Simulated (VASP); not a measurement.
# TaV (Pm-3m) in VASP: relaxation of volume and atoms at fixed shape with PBE

Aim: the relaxation of volume and atoms at fixed shape of TaV with PBE.

Everything below comes from runs of VASP 6.6.1. Logs are shortened: lines on timing, memory, paths and dates and some standing lists are left out, and cuts for length are marked.

## (1) The cell of the first run

The structure is cubic, space group Pm-3m (No. 221). Conventional cell: a = 3.165 Å, b = 3.165 Å, c = 3.165 Å, α = 90.00°, β = 90.00°, γ = 90.00°. Ta (site symmetry m-3m) has 8 V at 2.74 Å and 6 Ta at 3.17 Å within 3.6 Å. Within 3.6 Å of V (site symmetry m-3m) lie 8 Ta at 2.74 Å and 6 V at 3.17 Å.

## (2) Relaxation of volume and atoms at fixed shape, PBE, collinear spin, ferromagnetic start

INCAR reads:

```
  PREC = Accurate
  ENCUT = 600
  EDIFF = 1E-7
  ISMEAR = 0
  SIGMA = 0.05
  LREAL = False
  LASPH = True
  NELM = 150
  ALGO = Normal
  ISIF = 8
  LWAVE = False
  LCHARG = False
  ISPIN = 2
  MAGMOM = 0 1.5
  LORBIT = 11
  LMAXMIX = 4
  GGA = PE
  IBRION = 2
  NSW = 60
  EDIFFG = -0.01
```

KPOINTS reads:

```
regular mesh
0
Gamma
  8 8 8
```

POSCAR reads:

```
TaV
1.0
    3.1650000000      0.0000000000      0.0000000000
    0.0000000000      3.1650000000      0.0000000000
    0.0000000000      0.0000000000      3.1650000000
Ta V
1 1
Direct
    0.0000000000      0.0000000000      0.0000000000
    0.5000000000      0.5000000000      0.5000000000
```

Potentials or basis: VASP PAW PBE potentials, release 64 (Ta_pv, V_sv).

Run with:

```
$ cat potpaw_PBE.64/Ta_pv/POTCAR potpaw_PBE.64/V_sv/POTCAR > POTCAR
$ mpirun -np 1 vasp_std > vasp.out
```

OUTCAR:

```text
PREC = Accurate
   ENCUT = 600
   EDIFF = 1E-7
   ISMEAR = 0
   LREAL = False
   LASPH = True
   NELM = 150
   ISIF = 8
   ISPIN = 2
   LORBIT = 11
   GGA = PE
   IBRION = 2
   NSW = 60
   EDIFFG = -0.01

 ion  position               nearest neighbor table
   1  0.000  0.000  0.000-   2 2.74   2 2.74   2 2.74   2 2.74   2 2.74   2 2.74   2 2.74   2 2.74

   2  0.500  0.500  0.500-   1 2.74   1 2.74   1 2.74   1 2.74   1 2.74   1 2.74   1 2.74   1 2.74

  LATTYP: Found a simple cubic cell.
 ALAT       =     3.1650000000

  Lattice vectors:

 A1 = (   3.1650000000,   0.0000000000,   0.0000000000)
 A2 = (   0.0000000000,   3.1650000000,   0.0000000000)
 A3 = (   0.0000000000,   0.0000000000,   3.1650000000)

Analysis of symmetry for initial positions (statically):
=====================================================================
 Subroutine PRICEL returns:
 Original cell was already a primitive cell.

 Routine SETGRP: Setting up the symmetry group for a
 simple cubic supercell.

 Subroutine GETGRP returns: Found 48 space group operations
 (whereof 48 operations were pure point group operations)
 out of a pool of 48 trial point group operations.

The static configuration has the point symmetry O_h .

Analysis of symmetry for dynamics (positions and initial velocities):
=====================================================================
 Subroutine PRICEL returns:
 Original cell was already a primitive cell.

 Routine SETGRP: Setting up the symmetry group for a
 simple cubic supercell.

 Subroutine GETGRP returns: Found 48 space group operations
 (whereof 48 operations were pure point group operations)
 out of a pool of 48 trial point group operations.

The dynamic configuration has the point symmetry O_h .

Analysis of structural, dynamic, and magnetic symmetry:
=====================================================================
 Subroutine PRICEL returns:
 Original cell was already a primitive cell.

 Routine SETGRP: Setting up the symmetry group for a
 simple cubic supercell.

 Subroutine GETGRP returns: Found 48 space group operations
 (whereof 48 operations were pure point group operations)
 out of a pool of 48 trial point group operations.

The overall configuration has the point symmetry O_h .

 Subroutine INISYM returns: Found 48 space group operations
 (whereof 48 operations are pure point group operations),
 and found     1 'primitive' translations

----------------------------------------------------------------------------------------

                                     Primitive cell

  volume of cell :      31.7045

  direct lattice vectors                    reciprocal lattice vectors
     3.165000000  0.000000000  0.000000000     0.315955766  0.000000000  0.000000000
     0.000000000  3.165000000  0.000000000     0.000000000  0.315955766  0.000000000
     0.000000000  0.000000000  3.165000000     0.000000000  0.000000000  0.315955766

  length of vectors
     3.165000000  3.165000000  3.165000000     0.315955766  0.315955766  0.315955766

  position of ions in fractional coordinates (direct lattice)
     0.000000000  0.000000000  0.000000000
     0.500000000  0.500000000  0.500000000

  ion indices of the primitive-cell ions
   primitive index   ion index
                 1           1
                 2           2

----------------------------------------------------------------------------------------

 KPOINTS: regular mesh

Automatic generation of k-mesh.
 Grid dimensions read from file:
 generate k-points for:    8    8    8

 Generating k-lattice:

  Cartesian coordinates                     Fractional coordinates (reciprocal lattice)
     0.039494471  0.000000000  0.000000000     0.125000000  0.000000000  0.000000000
     0.000000000  0.039494471  0.000000000     0.000000000  0.125000000  0.000000000
     0.000000000  0.000000000  0.039494471     0.000000000  0.000000000  0.125000000

  Length of vectors
     0.039494471  0.039494471  0.039494471

  Shift w.r.t. Gamma in fractional coordinates (k-lattice)
     0.000000000  0.000000000  0.000000000

 Subroutine IBZKPT returns following result:
 ===========================================

 Found     35 irreducible k-points:

 Following reciprocal coordinates:
            Coordinates               Weight
  0.000000  0.000000  0.000000      1.000000
  0.125000  0.000000  0.000000      6.000000
  0.250000  0.000000  0.000000      6.000000
  0.375000  0.000000  0.000000      6.000000
  0.500000  0.000000  0.000000      3.000000
  0.125000  0.125000  0.000000     12.000000
[... 16 lines left out ...]
  0.375000  0.375000  0.125000     24.000000
  0.500000  0.375000  0.125000     24.000000
 [... further k-points ...]
   k-points           NKPTS =     35   k-points in BZ     NKDIM =     35   number of bands    NBANDS=     17
   number of dos      NEDOS =    301   number of ions     NIONS =      2
   total plane-waves  NPLWV =  21952
   dimension x,y,z NGX =    28 NGY =   28 NGZ =   28
   dimension x,y,z NGXF=    56 NGYF=   56 NGZF=   56
   ions per type =               1   1
   NGX,Y,Z   is equivalent  to a cutoff of  14.71, 14.71, 14.71 a.u.
   NGXF,Y,Z  is equivalent  to a cutoff of  29.41, 29.41, 29.41 a.u.
 SYSTEM =  unknown system
   PREC   = accura    normal or accurate (medium, high low for compatibility)
   ISTART =      0    job   : 0-new  1-cont  2-samecut
   ICHARG =      2    charge: 1-file 2-atom 10-const
   ISPIN  =      2    spin polarized calculation?
   LNONCOLLINEAR =      F non collinear calculations
   LSORBIT =      F    spin-orbit coupling
   LASPH  =      T    aspherical Exc in radial PAW
   ENCUT  =  600.0 eV  44.10 Ry    6.64 a.u.   6.32  6.32  6.32*2*pi/ulx,y,z
   NELM   =    150;   NELMIN=  2; NELMDL= -5     # of ELM steps
   EDIFF  = 0.1E-06   stopping-criterion for ELM
   LREAL  =      F    real-space projection
   EDIFFG = -.1E-01   stopping-criterion for IOM
   NSW    =     60    number of steps for IOM
   IBRION =      2    ionic relax: 0-MD 1-quasi-New 2-CG
   NFREE  =      1    steps in history (QN), initial steepest desc. (CG)
   ISIF   =      8    stress and relaxation
   ISYM   =      2    0-nonsym 1-usesym 2-fastsym
   POTIM  = 0.5000    time-step for ionic-motion
   TEBEG  =    0.0;   TEEND  =   0.0 temperature during run
   PSTRESS=    0.0 pullay stress
   NELECT =      24.0000    total number of electrons
   NUPDOWN=      -1.0000    fix difference up-down
   EMIN   =  10.00;   EMAX   =-10.00  energy-range for DOS
   EFERMI =   0.00;   METHOD = LEGACY
   ISMEAR =     0;   SIGMA  =   0.05  broadening in eV -4-tet -1-fermi 0-gaus
   EFERMI_NEDOS =   21; number of points for ismear=-14 and -15
   IALGO  =     38    algorithm
   IMIX   =      4    mixing-type and parameters
     AMIX     =   0.40;   BMIX     =  1.00
     AMIX_MAG =   1.60;   BMIX_MAG =  1.00
  volume/ion in A,a.u.               =      15.85       106.98
  Fermi-wavevector in a.u.,A,eV,Ry     =   1.492009  2.819489 30.287817  2.226092
  Thomas-Fermi vector in A             =   2.604592
   LORBIT       =     11    0 simple, 1 ext, 2 COOP (PROOUT), +10 PAW based schemes
   GGA     = PE    functional components
   LHFCALC =     F    Hartree Fock is set to
   AEXX    =    0.0000 exact exchange contribution
   IVDW    =     0    specifies the selected vdW correction
   LEPSILON=     F    determine dielectric tensor
   LRPA    =     F    only Hartree local field effects (RPA)
 conjugate gradient relaxation of ions
 spin polarized calculation
 Gauss-broadening in eV      SIGMA  =   0.05
  energy-cutoff  :      600.00
  volume of cell :       31.70
 maximum number of plane-waves:      1074
 NGX is ok and might be reduce to    28
   NGX = 13   NGY = 13   NGZ = 13

--------------------------------------- Ionic step        1  -------------------------------------------

 number of electron      23.9999994 magnetization       0.0005059

 Free energy of the ion-electron system (eV)
  ---------------------------------------------------
  ext. energy  EPLUGINS =         0.00000000
  ---------------------------------------------------
  free energy    TOTEN  =       -20.75509444 eV

  energy without entropy =      -20.75008202  energy(sigma->0) =      -20.75258823

------------------------ aborting loop because EDIFF is reached ----------------------------------------

  FORCE on cell =-STRESS in cart. coord.  units (eV):
  Direction    XX          YY          ZZ          XY          YZ          ZX
  --------------------------------------------------------------------------------------
  -------------------------------------------------------------------------------------
  Total        0.1675314      0.1675314      0.1675314      0.0000000      0.0000000     -0.0000000
  in kB        8.4661462      8.4661462      8.4661462      0.0000000      0.0000000     -0.0000000
  external PRESSURE =       8.4661462 kB  Pullay stress =       0.0000000 kB

 VOLUME and BASIS-vectors are now :
 -----------------------------------------------------------------------------
  energy-cutoff  :      600.00
  volume of cell :       31.70
      direct lattice vectors                 reciprocal lattice vectors
     3.165000000  0.000000000  0.000000000     0.315955766  0.000000000  0.000000000
     0.000000000  3.165000000  0.000000000     0.000000000  0.315955766  0.000000000
     0.000000000  0.000000000  3.165000000     0.000000000  0.000000000  0.315955766
[... 37 lines left out ...]
 POSITION                                       TOTAL-FORCE (eV/Angst)
 -----------------------------------------------------------------------------------
      0.00000      0.00000      0.00000         0.000000      0.000000      0.000000
      1.58890      1.58890      1.58890         0.000000      0.000000      0.000000
 -----------------------------------------------------------------------------------
    total drift:                                0.000000      0.000000      0.000000

  FREE ENERGIE OF THE ION-ELECTRON SYSTEM (eV)
  ---------------------------------------------------
  free  energy   TOTEN  =       -20.7543967509 eV

  energy  without entropy=      -20.7493149295  energy(sigma->0) =      -20.75185584

--------------------------------------- Ionic step        3  -------------------------------------------

 number of electron      23.9999995 magnetization       0.0000156

 Free energy of the ion-electron system (eV)
  ---------------------------------------------------
  ext. energy  EPLUGINS =         0.00000000
  ---------------------------------------------------
  free energy    TOTEN  =       -20.75546582 eV

  energy without entropy =      -20.75043997  energy(sigma->0) =      -20.75295289

 E-fermi :   7.2019     XC(G=0): -12.6788

 val. band max:        7.1565741878   @ k =   0.2500   0.2500   0.1250
 cond. band min:       7.2233321620   @ k =   0.2500   0.1250   0.0000
 fundamental gap:      0.0667579741
 Fermi energy:         7.2018934207

 spin component 1

 k-point     1 :       0.0000    0.0000    0.0000
  band No.  band energies     occupation
      1     -56.3384      1.00000
      2     -30.1810      1.00000
      3     -30.1810      1.00000
      4     -30.1810      1.00000
      5     -26.2592      1.00000
      6     -26.2592      1.00000
[... 9 lines left out ...]
     16      12.5980      0.00000
     17      12.5980      0.00000
[... 441 lines left out ...]
 k-point    24 :       0.5000    0.3750    0.1250
  band No.  band energies     occupation
      1     -56.3236      1.00000
      2     -30.2827      1.00000
      3     -30.2673      1.00000
      4     -30.1570      1.00000
      5     -26.5210      1.00000
      6     -26.4743      1.00000
[... 9 lines left out ...]
     16      10.3305      0.00000
     17      12.3629      0.00000

 [... further k-points ...]

 spin component 2

 k-point     1 :       0.0000    0.0000    0.0000
  band No.  band energies     occupation
      1     -56.3384      1.00000
      2     -30.1810      1.00000
      3     -30.1810      1.00000
      4     -30.1810      1.00000
      5     -26.2592      1.00000
      6     -26.2592      1.00000
[... 9 lines left out ...]
     16      12.5980      0.00000
     17      12.5980      0.00000
[... 482 lines left out ...]
 POSITION                                       TOTAL-FORCE (eV/Angst)
 -----------------------------------------------------------------------------------
      0.00000      0.00000      0.00000         0.000000      0.000000      0.000000
      1.58486      1.58486      1.58486         0.000000      0.000000      0.000000
 -----------------------------------------------------------------------------------
    total drift:                                0.000000      0.000000      0.000000

  FREE ENERGIE OF THE ION-ELECTRON SYSTEM (eV)
  ---------------------------------------------------
  free  energy   TOTEN  =       -20.7554658206 eV

  energy  without entropy=      -20.7504399665  energy(sigma->0) =      -20.75295289

 reached required accuracy - stopping structural energy minimisation

 total charge

# of ion       s       p       d       tot
------------------------------------------
    1        0.388   6.172   2.356   8.916
    2        2.318   6.208   3.097  11.623
--------------------------------------------------
tot          2.706  12.380   5.454  20.540

 magnetization (x)

# of ion       s       p       d       tot
------------------------------------------
    1       -0.000   0.000   0.000   0.000
    2        0.000   0.000   0.000   0.000
--------------------------------------------------
tot          0.000   0.000   0.000   0.000
```

Run time: 1.9 min. Hardware: 1 thread of Intel Xeon Platinum 8488C (Sapphire Rapids), shared host; peak memory 0.21 GiB.

Results:

```
Free energy                                           : -20.7555 eV
Relaxed volume                                        : 15.92 Å³/atom
Relaxed cell                                          : a = 3.170 Å, b = 3.170 Å, c = 3.170 Å, α = 90.00°, β = 90.00°, γ = 90.00°
Space group after relaxing (to 0.1 Å)                 : Pm-3m (No. 221)
Energy gained by relaxing                             : 0.2 meV/atom
Ionic steps                                           : 3
Pressure after relaxing                               : 0.0 GPa
Band gap on the k mesh                                : zero (filled and empty bands overlap)
Net moment                                            : 0.00 μB per cell
Valence electrons inside the program's atomic spheres : Ta 8.92; V 11.62
```

The path:
| step | energy change (eV) | largest force (eV/Å) | pressure (GPa) | volume (Å³) |
| --- | --- | --- | --- | --- |
| 1 | 0.0000 | 0.0000 | 0.85 | 31.70 |
| 2 | 0.0007 | 0.0000 | -1.39 | 32.09 |
| 3 | -0.0004 | 0.0000 | 0.00 | 31.85 |

Final structure:
```xyz
2
Lattice="3.1697 0.0000 0.0000 0.0000 3.1697 0.0000 0.0000 0.0000 3.1697" Properties=species:S:1:pos:R:3 pbc="T T T"
Ta    0.0000    0.0000    0.0000
V     1.5849    1.5849    1.5849
```

Caveat: spin-orbit coupling is left out, which moves the levels of the heavy elements.
